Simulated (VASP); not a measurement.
**Zn: single point with PBE**

The system is Zn.

```
Zn
1.0
     2.63123    0.00000    0.00000
     0.00000    2.63123    0.00000
     0.00000    0.00000    2.63123
Zn
1
Cartesian
  0.0000 0.0000 0.0000
```

| Item | Value |
| --- | --- |
| Program | VASP 6.6.1 |
| Task | single point |
| Functional | PBE |
| Potentials or basis | VASP PAW PBE potentials, release 64 (Zn) |
| Cutoff | 520 eV |
| k mesh | 21 × 21 × 21 |
| Occupations | fermi-dirac, width 0.0612256 eV |
| Spin | no spin polarisation |

- Pressure: 0.1 GPa
- Band gap on the k mesh: zero (band 6 reaches 6.88 eV, above the bottom of band 7 at -0.49 eV)

Levels at points of the mesh, in eV from the Fermi level:
```csv
k point,band 3,band 4,band 5,band 6,band 7,band 8,band 9,band 10
"(0.00, 0.00, 0.00)",-7.89,-6.74,-6.74,-6.74,12.20,12.20,12.20,15.11
```

Run time: 27 s on 1 thread of Intel(R) Xeon(R) Platinum 8375C CPU @ 2.90GHz (Ice Lake), with other jobs on the host, peak memory 0.17 GiB.
